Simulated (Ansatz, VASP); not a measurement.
Fe in VASP and in Ansatz

File INCAR:

```
ALGO = Normal
EDIFF = 1E-6
ENCUT = 520
GGA = PE
ISIF = 2
ISMEAR = 0
LASPH = True
LCHARG = True
LELF = True
LREAL = False
LVHAR = True
LWAVE = False
NBANDS = 10
NELM = 80
PREC = Accurate
SIGMA = 0.05
```

KPOINTS

```
k-points
0
Gamma
  22 22 22
```

Contents of POSCAR:

```
Fe
1.0
   -1.4155932727      1.4155932727      1.4155932727
    1.4155932727     -1.4155932727      1.4155932727
    1.4155932727      1.4155932727     -1.4155932727
Fe
1
Direct
    0.0000000000      0.0000000000      0.0000000000
```

Input for Ansatz:

```yaml
crystal:
  lattice:
    - [-1.4155932727, 1.4155932727, 1.4155932727]
    - [1.4155932727, -1.4155932727, 1.4155932727]
    - [1.4155932727, 1.4155932727, -1.4155932727]
  atoms:
    - { symbol: Fe, position: [0.0, 0.0, 0.0] }
basis:
  ecutwfc: 420
  ecutrho_ratio: 4
kpoints:
  mp_grid: { grid: [22, 22, 22] }
hamiltonian:
  xc: pbe
scf:
  occupations: { method: gaussian, width: 0.05 }
output:
  forces: true
  stress: true
  eigenvalues: true
```

Alike in both runs: task single point; functional PBE; k mesh 22 × 22 × 22; occupations gaussian, width 0.05 eV; no spin polarisation.

|  | VASP | Ansatz |
| --- | --- | --- |
| version | VASP 6.6.1 | Ansatz 0.2.0 |
| potentials or method | VASP PAW PBE potentials, release 64 (Fe), cutoff 520 eV | scalar-relativistic, plane waves, PAW |
| valence electrons in the cell | 8 | 16 |

Ansatz gave:

| Property | Result |
| --- | --- |
| gap on the k mesh at the Fermi level (eV) | none |
| pressure (GPa) | -17.7 |

Estimate VASP's values.

gap on the k mesh at the Fermi level (eV): none; pressure (GPa): -18.0.

A gap of «none» marks a metal or a gap that the smearing closes. The functional is the same, so the differences come from potentials, cutoffs and numerics. VASP's potentials hold 8 valence electrons a cell and Ansatz's 16, so a difference there can come from the potentials and not from the codes.
